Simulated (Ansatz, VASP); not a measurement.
# Two plane-wave programs on Li3ZrN2

```
Li Zr N
1.0
     3.44349    0.00000    0.00000
    -1.72174    2.98215    0.00000
     0.00000    0.00000    8.30138
Li Zr N
3 1 2
Direct
  0.66667 0.33333 0.75921
  0.66667 0.33333 0.24079
  0.66667 0.33333 0.50000
  0.33333 0.66667 0.00000
  0.33333 0.66667 0.24491
  0.33333 0.66667 0.75509
```

Alike in both runs: functional PBE; k mesh 6 × 6 × 2; occupations gaussian, width 0.1 eV; no spin polarisation.

Ansatz relaxed the structure, and its values are those at the end. VASP's run is a single point on that final structure, the one shown.

|  | VASP | Ansatz |
| --- | --- | --- |
| version | VASP 6.6.1 | Ansatz 0.2.0 |
| potentials or method | VASP PAW PBE potentials, release 64 (Li_sv, Zr_sv, N), cutoff 520 eV | scalar-relativistic, plane waves, PAW |
| valence electrons in the cell | 31 | 31 |

```csv
,VASP,Ansatz,Ansatz less VASP
gap on the k mesh at the Fermi level (eV),none,none,-
rms of the force components (eV/Å),0.010,0.002,-0.0082
```

A gap of «none» marks a metal or a gap that the smearing closes.

The k mesh is coarse, so the values compare programs but aren't converged. Noted on VASP's run: the cutoff is short for stress, so the pressure is rough.
